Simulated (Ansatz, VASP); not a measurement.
# Ta: VASP beside Ansatz

```
Ta
1.0
     2.97574    0.00000    0.00000
    -1.48787    2.57707    0.00000
     0.00000    0.00000    5.30052
Ta
2
Direct
  0.66667 0.33333 0.75000
  0.33333 0.66667 0.25000
```

Alike in both runs: task single point; functional LDA; k mesh 11 × 11 × 6; no spin polarisation.

|  | VASP | Ansatz |
| --- | --- | --- |
| version | VASP 6.6.1 | Ansatz 0.2.0 |
| potentials or method | VASP PAW LDA potentials, release 64 (Ta_pv), cutoff 520 eV | plane waves, PAW |
| occupations | methfessel-paxton of order 1, width 0.1 eV | cold, width 0.1 eV |
| valence electrons in the cell | 22 | 26 |

|  | VASP | Ansatz | Ansatz less VASP |
| --- | --- | --- | --- |
| pressure (GPa) | -22.3 | -22.8 | -0.42 |
| traceless stress, the component that is largest in VASP (GPa) | 2.27 | 2.05 | -0.213 |

LDA's correlation is that of Perdew and Zunger in VASP and of Perdew and Wang (1992) in Ansatz. VASP's potentials hold 22 valence electrons a cell and Ansatz's 26, so a difference there can come from the potentials and not from the codes.

Spin-orbit coupling is off throughout.
